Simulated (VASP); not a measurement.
# Au (C2/m) in VASP: single point with PBEsol

Aim: the single point of Au with PBEsol.

Program: VASP 6.6.1. These are calculated values, not measurements. Logs are shortened: lines on timing, memory, paths and dates and some standing lists are left out, and cuts for length are marked.

## Step 1: The cell of the first run

The structure is monoclinic, space group C2/m (No. 12). The conventional cell has a = 3.125 Å, b = 4.547 Å, c = 2.605 Å, α = 90.00°, β = 119.78°, γ = 90.00°. Au (site symmetry 2/m) has 14 Au at 2.60 to 3.22 Å within 3.4 Å.

## Step 2: Single point, PBEsol (strained)

INCAR reads:

```
SYSTEM = Au
PREC = Accurate
ENCUT = 520
EDIFF = 1E-6
ISMEAR = 0
SIGMA = 0.1
LREAL = .FALSE.
LASPH = .TRUE.
NELM = 100
ALGO = Fast
ISIF = 2
LWAVE = .FALSE.
LCHARG = .TRUE.
GGA = PS
LELF = .TRUE.
LVHAR = .TRUE.
NBANDS = 12
```

KPOINTS reads:

```
regular mesh
0
G
  16 16 16
  0 0 0
```

POSCAR reads:

```
Au
1.0
   -1.5408127074      1.5408127074      1.4270080451
    1.6733942274     -1.6733942274      1.6921710851
    1.5411773066      1.6737588266     -1.5595895651
Au
1
Direct
    0.0000000000      0.0000000000      0.0000000000
```

Potentials or basis: VASP PAW PBE potentials, release 64 (Au).

Launch:

```console
$ cat potpaw_PBE.64/Au/POTCAR > POTCAR
$ mpirun -np 1 vasp_std > vasp.out
```

OUTCAR:

```text
SYSTEM = Au
   PREC = Accurate
   ENCUT = 520
   EDIFF = 1E-6
   ISMEAR = 0
   LREAL = .FALSE.
   LASPH = .TRUE.
   NELM = 100
   ISIF = 2
   GGA = PS

 ion  position               nearest neighbor table
   1  0.000  0.000  0.000-

  LATTYP: Found a base centered monoclinic cell.
 ALAT       =     3.1248094606
 B/A-ratio  =     1.4550027255
 C/A-ratio  =     0.8335608116
 COS(beta)  =    -0.4966707370

  Lattice vectors:

 A1 = (   1.5411773066,   1.6737588266,  -1.5595895651)
 A2 = (  -1.6737588266,  -1.5411773066,  -1.5595895651)
 A3 = (  -1.5408127074,   1.5408127074,   1.4270080451)

Analysis of symmetry for initial positions (statically):
=====================================================================
 Subroutine PRICEL returns:
 Original cell was already a primitive cell.

 Routine SETGRP: Setting up the symmetry group for a
 base centered monoclinic supercell.

 Subroutine GETGRP returns: Found  4 space group operations
 (whereof  4 operations were pure point group operations)
 out of a pool of  4 trial point group operations.

The static configuration has the point symmetry C_2h.

Analysis of symmetry for dynamics (positions and initial velocities):
=====================================================================
 Subroutine PRICEL returns:
 Original cell was already a primitive cell.

 Routine SETGRP: Setting up the symmetry group for a
 base centered monoclinic supercell.

 Subroutine GETGRP returns: Found  4 space group operations
 (whereof  4 operations were pure point group operations)
 out of a pool of  4 trial point group operations.

The dynamic configuration has the point symmetry C_2h.

 Subroutine INISYM returns: Found  4 space group operations
 (whereof  4 operations are pure point group operations),
 and found     1 'primitive' translations

----------------------------------------------------------------------------------------

                                     Primitive cell

  volume of cell :      16.0595

  direct lattice vectors                    reciprocal lattice vectors
    -1.540812707  1.540812707  1.427008045    -0.013853399  0.324901569  0.334996037
     1.673394227 -1.673394227  1.692171085     0.298360134  0.012688036  0.308454603
     1.541177307  1.673758827 -1.559589565     0.311048170  0.311048170  0.000000000

  length of vectors
     2.604718710  2.909285043  2.758444437     0.466878240  0.429329707  0.439888540

  position of ions in fractional coordinates (direct lattice)
     0.000000000  0.000000000  0.000000000

  ion indices of the primitive-cell ions
   primitive index   ion index
                 1           1

----------------------------------------------------------------------------------------

 KPOINTS: regular mesh

Automatic generation of k-mesh.
 Grid dimensions read from file:
 generate k-points for:   16   16   16

 Generating k-lattice:

  Cartesian coordinates                     Fractional coordinates (reciprocal lattice)
    -0.000865837  0.020306348  0.020937252     0.062500000 -0.000000000  0.000000000
     0.018647508  0.000793002  0.019278413     0.000000000  0.062500000  0.000000000
     0.019440511  0.019440511  0.000000000     0.000000000  0.000000000  0.062500000

  Length of vectors
     0.029179890  0.026833107  0.027493034

  Shift w.r.t. Gamma in fractional coordinates (k-lattice)
     0.000000000  0.000000000  0.000000000

 Subroutine IBZKPT returns following result:
 ===========================================

 Found   1098 irreducible k-points:

 Following reciprocal coordinates:
            Coordinates               Weight
  0.000000  0.000000  0.000000      1.000000
  0.062500  0.000000  0.000000      4.000000
  0.125000  0.000000  0.000000      4.000000
  0.187500  0.000000  0.000000      4.000000
  0.250000  0.000000  0.000000      4.000000
  0.312500  0.000000  0.000000      4.000000
[... 16 lines left out ...]
 -0.187500  0.062500  0.000000      4.000000
 -0.125000  0.062500  0.000000      4.000000
 [... further k-points ...]
   k-points           NKPTS =   1098   k-points in BZ     NKDIM =   1098   number of bands    NBANDS=     12
   number of dos      NEDOS =    301   number of ions     NIONS =      1
   total plane-waves  NPLWV =  11520
   dimension x,y,z NGX =    20 NGY =   24 NGZ =   24
   dimension x,y,z NGXF=    40 NGYF=   48 NGZF=   48
   ions per type =               1
   NGX,Y,Z   is equivalent  to a cutoff of  12.76, 13.71, 14.46 a.u.
   NGXF,Y,Z  is equivalent  to a cutoff of  25.53, 27.43, 28.93 a.u.
 SYSTEM =  Au
   PREC   = accura    normal or accurate (medium, high low for compatibility)
   ISTART =      0    job   : 0-new  1-cont  2-samecut
   ICHARG =      2    charge: 1-file 2-atom 10-const
   ISPIN  =      1    spin polarized calculation?
   LNONCOLLINEAR =      F non collinear calculations
   LSORBIT =      F    spin-orbit coupling
   LASPH  =      T    aspherical Exc in radial PAW
   ENCUT  =  520.0 eV  38.22 Ry    6.18 a.u.   4.84  5.41  5.13*2*pi/ulx,y,z
   NELM   =    100;   NELMIN=  2; NELMDL= -5     # of ELM steps
   EDIFF  = 0.1E-05   stopping-criterion for ELM
   LREAL  =      F    real-space projection
   EDIFFG = 0.1E-04   stopping-criterion for IOM
   NSW    =      0    number of steps for IOM
   IBRION =     -1    ionic relax: 0-MD 1-quasi-New 2-CG
   NFREE  =      0    steps in history (QN), initial steepest desc. (CG)
   ISIF   =      2    stress and relaxation
   ISYM   =      2    0-nonsym 1-usesym 2-fastsym
   POTIM  = 0.5000    time-step for ionic-motion
   TEBEG  =    0.0;   TEEND  =   0.0 temperature during run
   PSTRESS=    0.0 pullay stress
   NELECT =      11.0000    total number of electrons
   NUPDOWN=      -1.0000    fix difference up-down
   EMIN   =  10.00;   EMAX   =-10.00  energy-range for DOS
   EFERMI =   0.00;   METHOD = LEGACY
   ISMEAR =     0;   SIGMA  =   0.10  broadening in eV -4-tet -1-fermi 0-gaus
   EFERMI_NEDOS =   21; number of points for ismear=-14 and -15
   IALGO  =     68    algorithm
   IMIX   =      4    mixing-type and parameters
     AMIX     =   0.40;   BMIX     =  1.00
     AMIX_MAG =   1.60;   BMIX_MAG =  1.00
  volume/ion in A,a.u.               =      16.06       108.37
  Fermi-wavevector in a.u.,A,eV,Ry     =   1.443097  2.727057 28.334512  2.082528
  Thomas-Fermi vector in A             =   2.561543
   LORBIT       =      0    0 simple, 1 ext, 2 COOP (PROOUT), +10 PAW based schemes
   GGA     = PS    functional components
   LHFCALC =     F    Hartree Fock is set to
   AEXX    =    0.0000 exact exchange contribution
   IVDW    =     0    specifies the selected vdW correction
   LEPSILON=     F    determine dielectric tensor
   LRPA    =     F    only Hartree local field effects (RPA)
 non-spin polarized calculation
 RMM-DIIS sequential band-by-band and
 Gauss-broadening in eV      SIGMA  =   0.10
  energy-cutoff  :      520.00
  volume of cell :       16.06
 maximum number of plane-waves:       446
   NGX =  9   NGY = 11   NGZ = 11

 number of electron      11.0000000 magnetization

 Free energy of the ion-electron system (eV)
  ---------------------------------------------------
  ext. energy  EPLUGINS =         0.00000000
  ---------------------------------------------------
  free energy    TOTEN  =        -3.79722513 eV

  energy without entropy =       -3.79637431  energy(sigma->0) =       -3.79679972

 E-fermi :  10.2692     XC(G=0): -13.2305

 val. band max:       10.2409002585   @ k =  -0.1250  -0.4375   0.1250
 cond. band min:      10.2854811104   @ k =  -0.4375  -0.0625   0.1875
 fundamental gap:      0.0445808519
 Fermi energy:        10.2691738871

 k-point     1 :       0.0000    0.0000    0.0000
  band No.  band energies     occupation
      1      -0.2598      2.00000
      2       4.2363      2.00000
      3       5.0608      2.00000
      4       5.7403      2.00000
      5       7.2283      2.00000
      6       7.5467      2.00000
      7      25.8067      0.00000
      8      26.5282      0.00000
      9      27.8002      0.00000
     10      34.0897      0.00000
     11      35.6755      0.00000
     12      35.7206      0.00000

 k-point     2 :       0.0625    0.0000    0.0000
  band No.  band energies     occupation
      1      -0.0861      2.00000
      2       4.3491      2.00000
      3       5.0928      2.00000
      4       5.7029      2.00000
      5       7.1752      2.00000
      6       7.4542      2.00000
      7      25.9439      0.00000
      8      26.7505      0.00000
      9      27.9060      0.00000
     10      32.7052      0.00000
     11      34.3738      0.00000
     12      35.8395      0.00000

 k-point     3 :       0.1250    0.0000    0.0000
  band No.  band energies     occupation
      1       0.4170      2.00000
      2       4.6334      2.00000
      3       5.1915      2.00000
      4       5.6255      2.00000
      5       6.9849      2.00000
      6       7.2927      2.00000
      7      26.2126      0.00000
      8      27.3099      0.00000
      9      28.0529      0.00000
     10      31.0165      0.00000
     11      32.2971      0.00000
     12      34.6712      0.00000

 k-point     4 :       0.1875    0.0000    0.0000
  band No.  band energies     occupation
      1       1.1811      2.00000
      2       4.8144      2.00000
      3       5.3221      2.00000
      4       5.7754      2.00000
      5       6.7467      2.00000
      6       7.1934      2.00000
      7      26.0010      0.00000
      8      26.9754      0.00000
      9      28.3563      0.00000
     10      30.3605      0.00000
     11      30.7068      0.00000
     12      32.9121      0.00000

 k-point     5 :       0.2500    0.0000    0.0000
  band No.  band energies     occupation
      1       2.0207      2.00000
      2       4.6837      2.00000
      3       5.4415      2.00000
      4       6.4533      2.00000
      5       6.6878      2.00000
      6       7.1544      2.00000
      7      24.6082      0.00000
      8      24.9654      0.00000
      9      29.2413      0.00000
     10      29.4303      0.00000
     11      31.5454      0.00000
     12      31.7771      0.00000
[... 228 lines left out ...]
      1       2.4574      2.00000
      2       4.5630      2.00000
      3       5.4507      2.00000
      4       6.7279      2.00000
      5       7.1078      2.00000
      6       7.2194      2.00000
      7      23.0994      0.00000
      8      24.2381      0.00000
      9      27.9978      0.00000
     10      29.8610      0.00000
     11      31.6747      0.00000
     12      33.3281      0.00000

 k-point    22 :      -0.2500    0.0625   -0.0000
  band No.  band energies     occupation
      1       1.7190      2.00000
      2       4.8120      2.00000
      3       5.3142      2.00000
      4       6.2023      2.00000
      5       6.6365      2.00000
      6       7.1352      2.00000
      7      25.3554      0.00000
      8      25.9146      0.00000
      9      28.0368      0.00000
     10      30.7180      0.00000
     11      31.6493      0.00000
     12      31.8801      0.00000

 k-point    23 :      -0.1875    0.0625    0.0000
  band No.  band energies     occupation
      1       0.8909      2.00000
      2       4.8865      2.00000
      3       5.3054      2.00000
      4       5.6033      2.00000
      5       6.7456      2.00000
      6       7.2172      2.00000
      7      26.2974      0.00000
      8      27.2954      0.00000
      9      27.7083      0.00000
     10      30.7889      0.00000
     11      32.3297      0.00000
     12      32.8526      0.00000

 k-point    24 :      -0.1250    0.0625    0.0000
  band No.  band energies     occupation
      1       0.2456      2.00000
      2       4.6231      2.00000
      3       5.0534      2.00000
      4       5.7154      2.00000
      5       6.9709      2.00000
      6       7.3662      2.00000
      7      26.1581      0.00000
      8      26.9075      0.00000
      9      28.3039      0.00000
     10      31.2995      0.00000
     11      32.9588      0.00000
     12      35.3690      0.00000

 [... further k-points ...]

------------------------ aborting loop because EDIFF is reached ----------------------------------------

  FORCE on cell =-STRESS in cart. coord.  units (eV):
  Direction    XX          YY          ZZ          XY          YZ          ZX
  --------------------------------------------------------------------------------------
  -------------------------------------------------------------------------------------
  Total        1.5991180      1.5991180      1.4098924     -0.5967044      0.8957657     -0.8957657
  in kB      159.5365319    159.5365319    140.6583766    -59.5304066     89.3663596    -89.3663549
  external PRESSURE =     153.2438134 kB  Pullay stress =       0.0000000 kB

 VOLUME and BASIS-vectors are now :
 -----------------------------------------------------------------------------
  energy-cutoff  :      520.00
  volume of cell :       16.06
      direct lattice vectors                 reciprocal lattice vectors
    -1.540812707  1.540812707  1.427008045    -0.013853399  0.324901569  0.334996037
     1.673394227 -1.673394227  1.692171085     0.298360134  0.012688036  0.308454603
     1.541177307  1.673758827 -1.559589565     0.311048170  0.311048170  0.000000000

 POSITION                                       TOTAL-FORCE (eV/Angst)
 -----------------------------------------------------------------------------------
      0.00000      0.00000      0.00000        -0.000000      0.000000      0.000000
 -----------------------------------------------------------------------------------
    total drift:                                0.000000      0.000000      0.000000

  FREE ENERGIE OF THE ION-ELECTRON SYSTEM (eV)
  ---------------------------------------------------
  free  energy   TOTEN  =        -3.7972251327 eV

  energy  without entropy=       -3.7963743085  energy(sigma->0) =       -3.79679972
```

It took 5.2 min on 1 thread of AMD EPYC 7R43 (Zen 3), shared host; peak memory 0.28 GiB.

Results:

```
Free energy            : -3.7972 eV
Pressure               : 15.3 GPa
Band gap on the k mesh : zero (an odd number of electrons rules out a gap without spin polarisation)
```

Caveat: the cell differs from its parent crystal (strained); the cell stands under pressure; the PAW data sets were made with another functional, which shifts forces and pressure a little; spin-orbit coupling is left out, which moves the levels of the heavy elements.
